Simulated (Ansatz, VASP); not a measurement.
# One calculation of N, two programs

```
N
1.0
     9.00000    0.00000    0.00000
     0.00000    9.50000    0.00000
     0.00000    0.00000   10.00000
N
2
Direct
  0.50000 0.50000 0.44500
  0.50000 0.50000 0.55500
```

Alike in both runs: functional PBEsol; k mesh 1 × 1 × 1; no spin polarisation.

Ansatz relaxed the structure, and its values are those at the end. VASP's run is a single point on that final structure, the one shown.

|  | VASP | Ansatz |
| --- | --- | --- |
| version | VASP 6.6.1 | Ansatz 0.2.0 |
| potentials or method | VASP PAW PBE potentials, release 64 (N), cutoff 520 eV | plane waves, PAW |
| occupations | methfessel-paxton of order 1, width 0.02 eV | cold, width 0.02 eV |
| valence electrons in the cell | 10 | 10 |

|  | VASP | Ansatz | Ansatz less VASP |
| --- | --- | --- | --- |
| rms of the force components (eV/Å) | 1.078 | 0.002 | -1.0757 |

VASP's potentials were made for PBE, not for PBEsol. Ansatz's warnings: stress scf threshold loose.

Noted on VASP's run: the standard files for N, O and F lose accuracy on very short bonds.
